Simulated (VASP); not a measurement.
Write the native input for VASP 6.6.1 that does the following.

```
Task                   : single point
Functional             : LDA
Potentials or basis    : VASP PAW LDA potentials, release 64 (Pb_d)
Cutoff                 : 520 eV
k mesh                 : 11 × 11 × 11
Occupations            : fermi-dirac, width 0.05 eV
Spin                   : non-collinear spin, zero start, spin-orbit coupling
Starting moments       : [[0.0, 0.0, 0.0], [0.0, 0.0, 0.0]] μB
Dipole correction      : no
Further INCAR settings : ALGO = Normal; EDIFF = 1e-06; NBANDS = 40
```

The structure of Pb lies in POSCAR:

```
Pb
1.0
    0.0000000000      3.4220731882      3.4220731882
    3.4220731882      0.0000000000      3.4220731882
    3.4220731882      3.4220731882      0.0000000000
Pb
2
Direct
   -0.1250000000     -0.1250000000     -0.1250000000
    0.1250000000      0.1250000000      0.1250000000
```

This isn't the form of Pb at room conditions, which is fcc.

The input as run:

INCAR

```
SYSTEM = Pb
PREC     = Accurate       ! precision mode
ENCUT    = 520            ! plane-wave cutoff, eV
EDIFF    = 1E-6           ! SCF threshold, eV
ISMEAR   = -1             ! smearing method
SIGMA    = 0.05           ! smearing width, eV
LREAL    = .False.        ! projectors in reciprocal space
LASPH    = .True.         ! aspherical terms in the spheres
NELM     = 150            ! most SCF steps
ALGO     = Normal         ! electronic algorithm
ISIF     = 2              ! what is computed and relaxed
LWAVE    = .False.        ! write WAVECAR
LCHARG   = .False.        ! write CHGCAR
MAGMOM   = 0 0 0 0 0 0    ! initial moments
LORBIT   = 11             ! projections on sites
LSORBIT  = .True.         ! spin-orbit coupling
GGA_COMPAT= .False.      
LORBMOM  = .True.       
GGA      = CA             ! functional
NBANDS   = 40             ! bands
```

KPOINTS

```
regular mesh
0
Gamma
  11 11 11
  0 0 0
```

Potentials or basis: VASP PAW LDA potentials, release 64 (Pb_d).

The run is started by

```console
$ cat potpaw_LDA.64/Pb_d/POTCAR > POTCAR
$ mpirun -np 1 vasp_ncl > vasp.out
```

It gave:

```yaml
Pressure: 0.1 GPa
Net_moment: 0.00 μB per cell
Valence_electrons_inside_the_program's_atomic_spheres: Pb 12.06
```

It took 16 min on 1 thread of Intel Xeon 8259CL, on a shared host, peak memory 0.44 GiB.
